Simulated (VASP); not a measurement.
# MgB2 (P4/mmm) in VASP: notebook

The runs below take MgB2 through single point, relaxation of cell and atoms, with PBE.

Program: VASP 6.6.1. These are calculated values, not measurements. Logs are shortened: lines on timing, memory, paths and dates and some standing lists are left out, and cuts for length are marked.

**1. The cell of the first run**

It takes space group P4/mmm (No. 123, tetragonal). Conventional cell: a = 2.843 Å, b = 2.843 Å, c = 3.941 Å, α = 90.00°, β = 90.00°, γ = 90.00°. Within 3.2 Å of Mg (site symmetry 4/mmm) lie 8 B at 2.43 Å and 4 Mg at 2.84 Å. Within 2.7 Å of B (site symmetry mmm) lie 4 B at 2.01 Å and 4 Mg at 2.43 Å.

The cell was generated, and may not be a known phase.

**2. Single point, PBE**

INCAR reads:

```
  PREC = Accurate
  ENCUT = 520
  EDIFF = 1E-6
  ISMEAR = 0
  SIGMA = 0.1
  LREAL = F
  LASPH = T
  NELM = 80
  ALGO = Normal
  ISIF = 2
  LWAVE = F
  LCHARG = F
  GGA = PE
  NBANDS = 17
```

KPOINTS reads:

```
regular mesh
0
Gamma
  6 6 6
```

POSCAR reads:

```
MgB2
1.0
   -2.0101093020      2.0101093020      3.9409103703
    2.0101093020     -2.0101093020      3.9409103703
    2.0101093020      2.0101093020     -3.9409103703
Mg B
2 4
Direct
    0.7500000000      0.7500000000      0.0000000000
    0.2500000000      0.2500000000      0.0000000000
    0.2499999954      0.2500000046      0.5000000000
    0.2500000046      0.7500000046      1.0000000093
    0.7499999954      0.2499999954     -0.0000000093
    0.7500000046      0.7499999954      0.5000000000
```

Potentials or basis: VASP PAW PBE potentials, release 64 (Mg, B).

Command:

```console
cat potpaw_PBE.64/Mg/POTCAR potpaw_PBE.64/B/POTCAR > POTCAR
mpirun -np 1 vasp_std > vasp.out
```

OUTCAR:

```text
PREC = Accurate
   ENCUT = 520
   EDIFF = 1E-6
   ISMEAR = 0
   LREAL = F
   LASPH = T
   NELM = 80
   ISIF = 2
   GGA = PE

 ion  position               nearest neighbor table
   1  0.750  0.750  0.000-   4 2.43   5 2.43   6 2.43   6 2.43   3 2.43   3 2.43   4 2.43   5 2.43
                             2 2.84   2 2.84   2 2.84   2 2.84
   2  0.250  0.250  0.000-   4 2.43   5 2.43   3 2.43   3 2.43   6 2.43   6 2.43   5 2.43   4 2.43
                             1 2.84   1 2.84   1 2.84   1 2.84
   3  0.250  0.250  0.500-   5 2.01   4 2.01   4 2.01   5 2.01   2 2.43   2 2.43   1 2.43   1 2.43

   4  0.250  0.750  0.000-   3 2.01   6 2.01   3 2.01   6 2.01   1 2.43   2 2.43   1 2.43   2 2.43

   5  0.750  0.250  1.000-   6 2.01   3 2.01   3 2.01   6 2.01   2 2.43   1 2.43   1 2.43   2 2.43

   6  0.750  0.750  0.500-   5 2.01   4 2.01   5 2.01   4 2.01   1 2.43   1 2.43   2 2.43   2 2.43

  LATTYP: Found a body centered tetragonal cell.
 ALAT       =     4.0202186040
 C/A-ratio  =     1.9605453128

  Lattice vectors:

 A1 = (  -2.0101093020,   2.0101093020,   3.9409103703)
 A2 = (   2.0101093020,  -2.0101093020,   3.9409103703)
 A3 = (   2.0101093020,   2.0101093020,  -3.9409103703)

Analysis of symmetry for initial positions (statically):
=====================================================================
 Subroutine PRICEL returns following result:

  LATTYP: Found a simple tetragonal cell.
 ALAT       =     2.8427238367
 C/A-ratio  =     1.3863148855

  Lattice vectors:

 A1 = (  -2.0101093020,   2.0101093020,   0.0000000000)
 A2 = (   2.0101093020,   2.0101093020,   0.0000000000)
 A3 = (   0.0000000000,   0.0000000000,  -3.9409103703)

   2 primitive cells build up your supercell.

 Routine SETGRP: Setting up the symmetry group for a
 body centered tetragonal supercell.

 Subroutine GETGRP returns: Found 16 space group operations
 (whereof 16 operations were pure point group operations)
 out of a pool of 16 trial point group operations.

The static configuration has the point symmetry D_4h.

Analysis of symmetry for dynamics (positions and initial velocities):
=====================================================================
 Subroutine PRICEL returns following result:

  LATTYP: Found a simple tetragonal cell.
 ALAT       =     2.8427238367
 C/A-ratio  =     1.3863148855

  Lattice vectors:

 A1 = (  -2.0101093020,   2.0101093020,   0.0000000000)
 A2 = (   2.0101093020,   2.0101093020,   0.0000000000)
 A3 = (   0.0000000000,   0.0000000000,  -3.9409103703)

   2 primitive cells build up your supercell.

 Routine SETGRP: Setting up the symmetry group for a
 body centered tetragonal supercell.

 Subroutine GETGRP returns: Found 16 space group operations
 (whereof 16 operations were pure point group operations)
 out of a pool of 16 trial point group operations.

The dynamic configuration has the point symmetry D_4h.

 Subroutine INISYM returns: Found 16 space group operations
 (whereof 16 operations are pure point group operations),
 and found     2 'primitive' translations

----------------------------------------------------------------------------------------

                                     Primitive cell

  volume of cell :      31.8468

  direct lattice vectors                    reciprocal lattice vectors
    -2.010109302  2.010109302  0.000000000    -0.248742693  0.248742693  0.000000000
     2.010109302  2.010109302  0.000000000     0.248742693  0.248742693  0.000000000
     0.000000000  0.000000000 -3.940910370     0.000000000  0.000000000 -0.253748476

  length of vectors
     2.842723837  2.842723837  3.940910370     0.351775289  0.351775289  0.253748476

  position of ions in fractional coordinates (direct lattice)
     0.000000000  0.000000000  0.500000000
     0.000000009  0.500000000  0.000000000
     0.500000000  0.000000009  0.000000000

  ion indices of the primitive-cell ions
   primitive index   ion index
                 1           1
                 2           6
                 3           4

----------------------------------------------------------------------------------------

 KPOINTS: regular mesh

Automatic generation of k-mesh.
 Grid dimensions read from file:
 generate k-points for:    6    6    6

 Generating k-lattice:

  Cartesian coordinates                     Fractional coordinates (reciprocal lattice)
     0.000000000  0.041457115  0.021145706     0.166666667  0.000000000  0.000000000
     0.041457115  0.000000000  0.021145706     0.000000000  0.166666667  0.000000000
     0.041457115  0.041457115  0.000000000     0.000000000  0.000000000  0.166666667

  Length of vectors
     0.046538514  0.046538514  0.058629215

  Shift w.r.t. Gamma in fractional coordinates (k-lattice)
     0.000000000  0.000000000  0.000000000

 Subroutine IBZKPT returns following result:
 ===========================================

 Found     30 irreducible k-points:

 Following reciprocal coordinates:
            Coordinates               Weight
  0.000000  0.000000  0.000000      1.000000
  0.166667 -0.000000  0.000000      8.000000
  0.333333 -0.000000  0.000000      8.000000
  0.500000 -0.000000  0.000000      4.000000
  0.166667  0.166667  0.000000      8.000000
  0.333333  0.166667  0.000000     16.000000
[... 16 lines left out ...]
 -0.333333 -0.333333  0.166667      8.000000
 -0.166667 -0.333333  0.166667      8.000000
 [... further k-points ...]
   k-points           NKPTS =     30   k-points in BZ     NKDIM =     30   number of bands    NBANDS=     17
   number of dos      NEDOS =    301   number of ions     NIONS =      6
   total plane-waves  NPLWV =  46656
   dimension x,y,z NGX =    36 NGY =   36 NGZ =   36
   dimension x,y,z NGXF=    72 NGYF=   72 NGZF=   72
   ions per type =               2   4
   NGX,Y,Z   is equivalent  to a cutoff of  12.32, 12.32, 12.32 a.u.
   NGXF,Y,Z  is equivalent  to a cutoff of  24.63, 24.63, 24.63 a.u.
 SYSTEM =  unknown system
   PREC   = accura    normal or accurate (medium, high low for compatibility)
   ISTART =      0    job   : 0-new  1-cont  2-samecut
   ICHARG =      2    charge: 1-file 2-atom 10-const
   ISPIN  =      1    spin polarized calculation?
   LNONCOLLINEAR =      F non collinear calculations
   LSORBIT =      F    spin-orbit coupling
   LASPH  =      T    aspherical Exc in radial PAW
   ENCUT  =  520.0 eV  38.22 Ry    6.18 a.u.   9.03  9.03  9.03*2*pi/ulx,y,z
   NELM   =     80;   NELMIN=  2; NELMDL= -5     # of ELM steps
   EDIFF  = 0.1E-05   stopping-criterion for ELM
   LREAL  =      F    real-space projection
   EDIFFG = 0.1E-04   stopping-criterion for IOM
   NSW    =      0    number of steps for IOM
   IBRION =     -1    ionic relax: 0-MD 1-quasi-New 2-CG
   NFREE  =      0    steps in history (QN), initial steepest desc. (CG)
   ISIF   =      2    stress and relaxation
   ISYM   =      2    0-nonsym 1-usesym 2-fastsym
   POTIM  = 0.5000    time-step for ionic-motion
   TEBEG  =    0.0;   TEEND  =   0.0 temperature during run
   PSTRESS=    0.0 pullay stress
   NELECT =      16.0000    total number of electrons
   NUPDOWN=      -1.0000    fix difference up-down
   EMIN   =  10.00;   EMAX   =-10.00  energy-range for DOS
   EFERMI =   0.00;   METHOD = LEGACY
   ISMEAR =     0;   SIGMA  =   0.10  broadening in eV -4-tet -1-fermi 0-gaus
   EFERMI_NEDOS =   21; number of points for ismear=-14 and -15
   IALGO  =     38    algorithm
   IMIX   =      4    mixing-type and parameters
     AMIX     =   0.40;   BMIX     =  1.00
     AMIX_MAG =   1.60;   BMIX_MAG =  1.00
  volume/ion in A,a.u.               =      10.62        71.64
  Fermi-wavevector in a.u.,A,eV,Ry     =   1.032958  1.952008 14.517460  1.067003
  Thomas-Fermi vector in A             =   2.167182
   LORBIT       =      0    0 simple, 1 ext, 2 COOP (PROOUT), +10 PAW based schemes
   GGA     = PE    functional components
   LHFCALC =     F    Hartree Fock is set to
   AEXX    =    0.0000 exact exchange contribution
   IVDW    =     0    specifies the selected vdW correction
   LEPSILON=     F    determine dielectric tensor
   LRPA    =     F    only Hartree local field effects (RPA)
 non-spin polarized calculation
 Gauss-broadening in eV      SIGMA  =   0.10
  energy-cutoff  :      520.00
  volume of cell :       63.69
 maximum number of plane-waves:      1746
   NGX = 19   NGY = 19   NGZ = 19

 number of electron      16.0000000 magnetization

 Free energy of the ion-electron system (eV)
  ---------------------------------------------------
  ext. energy  EPLUGINS =         0.00000000
  ---------------------------------------------------
  free energy    TOTEN  =       -24.64828035 eV

  energy without entropy =      -24.62968858  energy(sigma->0) =      -24.63898446

 E-fermi :   5.1026     XC(G=0): -10.6141

 val. band max:        5.0660650285   @ k =   0.5000   0.5000   0.1667
 cond. band min:       5.1030688825   @ k =   0.3333   0.1667   0.0000
 fundamental gap:      0.0370038540
 Fermi energy:         5.1025927185

 k-point     1 :       0.0000    0.0000    0.0000
  band No.  band energies     occupation
      1      -7.5278      2.00000
      2      -0.7448      2.00000
      3       0.1014      2.00000
      4       0.7837      2.00000
      5       1.4256      2.00000
      6       1.4256      2.00000
[... 9 lines left out ...]
     16      13.7962      0.00000
     17      16.9348      0.00000

 k-point     2 :       0.1667   -0.0000    0.0000
  band No.  band energies     occupation
      1      -7.2742      2.00000
      2      -1.9140      2.00000
      3      -0.0851      2.00000
      4       0.6407      2.00000
      5       1.5139      2.00000
      6       3.1157      2.00000
[... 9 lines left out ...]
     16      14.8766      0.00000
     17      16.0799      0.00000
[... 421 lines left out ...]
 k-point    24 :      -0.1667   -0.3333    0.1667
  band No.  band energies     occupation
      1      -6.9933      2.00000
      2      -2.1347      2.00000
      3      -0.9214      2.00000
      4      -0.2405      2.00000
      5       1.2058      2.00000
      6       2.9385      2.00000
[... 9 lines left out ...]
     16      13.7704      0.00000
     17      14.4872      0.00000

 [... further k-points ...]

------------------------ aborting loop because EDIFF is reached ----------------------------------------

  FORCE on cell =-STRESS in cart. coord.  units (eV):
  Direction    XX          YY          ZZ          XY          YZ          ZX
  --------------------------------------------------------------------------------------
  -------------------------------------------------------------------------------------
  Total        0.0026075      0.0026075     -0.0672215      0.0000000     -0.0000000      0.0000000
  in kB        0.0655900      0.0655900     -1.6909196      0.0000000     -0.0000000      0.0000000
  external PRESSURE =      -0.5199132 kB  Pullay stress =       0.0000000 kB

 VOLUME and BASIS-vectors are now :
 -----------------------------------------------------------------------------
  energy-cutoff  :      520.00
  volume of cell :       63.69
      direct lattice vectors                 reciprocal lattice vectors
    -2.010109302  2.010109302  3.940910370     0.000000000  0.248742693  0.126874238
     2.010109302 -2.010109302  3.940910370     0.248742693  0.000000000  0.126874238
     2.010109302  2.010109302 -3.940910370     0.248742693  0.248742693  0.000000000

 POSITION                                       TOTAL-FORCE (eV/Angst)
 -----------------------------------------------------------------------------------
      0.00000      0.00000      5.91137         0.000000     -0.000000      0.000000
      0.00000      0.00000      1.97046         0.000000     -0.000000      0.000000
      1.00505      1.00505      0.00000         0.000000      0.000000     -0.000000
      1.00505     -1.00505      3.94091        -0.000000     -0.000000      0.000000
      1.00505      3.01516      0.00000         0.000000     -0.000000     -0.000000
      1.00505      1.00505      3.94091        -0.000000     -0.000000      0.000000
 -----------------------------------------------------------------------------------
    total drift:                                0.000000      0.000000     -0.000000

  FREE ENERGIE OF THE ION-ELECTRON SYSTEM (eV)
  ---------------------------------------------------
  free  energy   TOTEN  =       -24.6482803463 eV

  energy  without entropy=      -24.6296885789  energy(sigma->0) =      -24.63898446
```

Wall time 26 s (1 thread of AMD EPYC 9R45 (Zen 5), shared host); peak memory 0.18 GiB.

Results:

```
Free energy            : -24.6483 eV
Pressure               : -0.1 GPa
Band gap on the k mesh : zero (bands 8 and 9 overlap by 2.75 eV)
```

Stress tensor (GPa, compression positive):
```
 0.01  0.00  0.00
 0.00  0.01  0.00
 0.00  0.00 -0.17
```

**3. Single point, PBE**

This run uses another cell than the first one: it holds 3 atoms, not 6.

INCAR reads:

```
PREC = Accurate ; ENCUT = 520
EDIFF = 1E-6 ; ISMEAR = 0
SIGMA = 0.1 ; LREAL = False
LASPH = True ; NELM = 60
ALGO = Normal ; ISIF = 2
LWAVE = False ; LCHARG = True
GGA = PE ; LELF = True
LVHAR = True ; NBANDS = 11
```

KPOINTS reads:

```
Automatic mesh
0
Gamma
  16 16 12
```

POSCAR reads:

```
MgB2
1.0
    2.8495075128      0.0000000000      0.0000000000
    0.0000000000      2.8495075128      0.0000000000
    0.0000000000      0.0000000000      3.9249834908
Mg B
1 2
Direct
    0.0000000000      0.0000000000      0.5000000000
    0.0000000000      0.5000000000      0.0000000000
    0.5000000000      0.0000000000      0.0000000000
```

Potentials or basis: VASP PAW PBE potentials, release 64 (Mg, B).

Command:

```console
cat potpaw_PBE.64/Mg/POTCAR potpaw_PBE.64/B/POTCAR > POTCAR
mpirun -np 1 vasp_std > vasp.out
```

Wall time 46 s (1 thread of AMD EPYC 9R45 (Zen 5), shared host); peak memory 0.21 GiB.

Results (log left out):

| Item | Value |
| --- | --- |
| Free energy | -12.2981 eV |
| Pressure | -0.1 GPa |
| Band gap on the k mesh | zero (bands 4 and 5 overlap by 3.16 eV) |

Stress tensor (GPa, compression positive):
```
-0.03  0.00  0.00
 0.00 -0.03  0.00
 0.00  0.00 -0.20
```

Levels at points of the mesh, in eV from the Fermi level:
| k point | band 2 | band 3 | band 4 | band 5 | band 6 | band 7 |
| --- | --- | --- | --- | --- | --- | --- |
| (0.00, 0.00, 0.00) | -4.11 | -0.37 | -0.26 | -0.26 | 4.33 | 6.83 |
| (0.50, 0.00, 0.00) | -8.44 | -0.27 | -0.20 | 2.97 | 3.68 | 3.71 |
| (0.50, 0.50, 0.00) | -5.20 | -4.21 | -4.21 | 1.48 | 1.48 | 6.85 |
| (0.00, 0.00, 0.50) | -7.41 | -0.16 | -0.16 | 4.81 | 5.85 | 6.12 |
| (0.50, 0.00, 0.50) | -7.88 | -3.19 | -3.05 | 3.73 | 4.34 | 8.51 |
| (0.50, 0.50, 0.50) | -4.82 | -3.55 | -3.55 | -0.65 | -0.65 | 3.34 |

**4. Relaxation of cell and atoms, PBE**

This run uses another cell than the first one: it holds 3 atoms, not 6.

INCAR reads:

```
SYSTEM = MgB2
PREC = Accurate ; ENCUT = 600
EDIFF = 1E-7 ; ISMEAR = 0
SIGMA = 0.1 ; LREAL = .FALSE.
LASPH = .TRUE. ; NELM = 100
ALGO = Normal ; ISIF = 3
LWAVE = .FALSE. ; LCHARG = .FALSE.
GGA = PE ; IBRION = 2
NSW = 100 ; EDIFFG = -0.01
```

KPOINTS reads:

```
regular mesh
0
G
  16 16 12
  0 0 0
```

POSCAR reads:

```
MgB2
1.0
    2.8427238367      0.0000000000      0.0000000000
    0.0000000000      2.8427238367      0.0000000000
    0.0000000000      0.0000000000      3.9409103703
Mg B
1 2
Direct
    0.0000000000      0.0000000000      0.5000000000
    0.0000000000      0.5000000000      0.0000000000
    0.5000000000      0.0000000000      0.0000000000
```

Command:

```console
cat potpaw_PBE.64/Mg/POTCAR potpaw_PBE.64/B/POTCAR > POTCAR
mpirun -np 1 vasp_std > vasp.out
```

Wall time 66 s (1 thread of AMD EPYC 9R45 (Zen 5), shared host); peak memory 0.22 GiB.

Results (log left out):

```
Free energy               : -12.2997 eV
Energy gained by relaxing : 0.3 meV/atom
Ionic steps               : 3
Pressure after relaxing   : 0.0 GPa
Band gap on the k mesh    : zero (bands 4 and 5 overlap by 3.17 eV)
```

The path:
```tsv
step	energy change (eV)	largest force (eV/Å)	pressure (GPa)	volume (Å³)
1	0.0000	0.0000	0.00	31.85
2	-0.0007	0.0000	0.00	31.85
3	-0.0008	0.0000	0.00	31.85
```

Final structure:
```
Mg B
1.0
     2.84940    0.00000    0.00000
     0.00000    2.84940    0.00000
     0.00000    0.00000    3.92236
Mg B
1 2
Direct
  0.00000 0.00000 0.50000
  0.00000 0.50000 0.00000
  0.50000 0.00000 0.00000
```

Levels at points of the mesh, in eV from the Fermi level:
| k point | band 1 | band 2 | band 3 | band 4 | band 5 | band 6 | band 7 | band 8 |
| --- | --- | --- | --- | --- | --- | --- | --- | --- |
| (0.00, 0.00, 0.00) | -12.46 | -4.11 | -0.36 | -0.26 | -0.26 | 4.33 | 6.83 | 8.80 |
| (0.50, 0.00, 0.00) | -8.89 | -8.44 | -0.27 | -0.20 | 2.98 | 3.69 | 3.71 | 4.12 |
| (0.50, 0.50, 0.00) | -6.00 | -5.20 | -4.21 | -4.21 | 1.48 | 1.48 | 6.86 | 7.51 |
| (0.00, 0.00, 0.50) | -11.69 | -7.41 | -0.16 | -0.16 | 4.81 | 5.86 | 6.14 | 9.45 |
| (0.50, 0.00, 0.50) | -8.29 | -7.88 | -3.19 | -3.05 | 3.73 | 4.34 | 8.51 | 8.59 |
| (0.50, 0.50, 0.50) | -5.68 | -4.82 | -3.55 | -3.55 | -0.65 | -0.65 | 3.34 | 5.01 |

**5. Overview**

```csv
task,cell,k mesh,cutoff (eV),gap on the mesh (eV),pressure (GPa)
single point,"a = 4.859 Å, angles 131.1, 131.1, 71.6°, 6 atoms, atomic positions A",6 × 6 × 6,520,none,-0.1
single point,"a = 2.850, b = 2.850, c = 3.925 Å, 3 atoms, atomic positions B",16 × 16 × 12,520,none,-0.1
relaxation of cell and atoms,"relaxed from a = 2.843, b = 2.843, c = 3.941 Å, 3 atoms, atomic positions B",16 × 16 × 12,600,none,0.0
```

Alike in all rows: level PBE; potentials or basis VASP PAW PBE potentials, release 64 (Mg, B); no spin polarisation; smearing gaussian 0.1 eV.

Total energies depend on the potentials used, so only differences within one code and one set of settings carry meaning.

The gap in the log of VASP goes by the Fermi energy; the results here count the filled bands.